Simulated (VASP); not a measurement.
In3As: single point with r2SCAN

The system is In3As.

```
CELL_PARAMETERS angstrom
4.79308 0.00000 0.00000
0.00000 4.79308 0.00000
0.00000 0.00000 4.79308
ATOMIC_POSITIONS crystal
In 0.00000 0.50000 0.50000
In 0.50000 0.00000 0.50000
In 0.50000 0.50000 0.00000
As 0.00000 0.00000 0.00000
```

```json
{
 "Program": "VASP 6.6.1",
 "Task": "single point",
 "Functional": "r2SCAN",
 "Potentials or basis": "VASP PAW PBE potentials, release 64 (In_d, As)",
 "Cutoff": "520 eV",
 "k mesh": "4 × 4 × 4",
 "Occupations": "fermi-dirac, width 0.1 eV",
 "Spin": "no spin polarisation"
}
```

```json
{
 "Pressure": "-4.0 GPa",
 "Band gap on the k mesh": "zero (bands 22 and 23 overlap by 3.60 eV)"
}
```

Levels at points of the mesh, in eV from the Fermi level:
```
           k point  band 19  band 20  band 21  band 22  band 23  band 24  band 25  band 26
(0.00, 0.00, 0.00)    -2.91    -2.91    -2.14    -2.14     1.88     1.88     1.88     4.48
(0.50, 0.00, 0.00)    -1.71    -1.71    -1.56    -0.15    -0.11    -0.11     1.62     4.38
(0.50, 0.50, 0.00)    -5.94    -0.95    -0.35     0.17     0.17     1.54     1.91     1.91
(0.50, 0.50, 0.50)    -4.44    -3.90    -3.90    -3.90    -3.43     4.45     4.45     4.45
```

Wall time 3.7 min on 1 thread of Intel Xeon 8259CL (shared host), peak memory 0.22 GiB.

Caveat: the cell stands under tension; the PAW data sets were made with another functional, which shifts forces and pressure a little; spin-orbit coupling is left out, which moves the levels of the heavy elements.
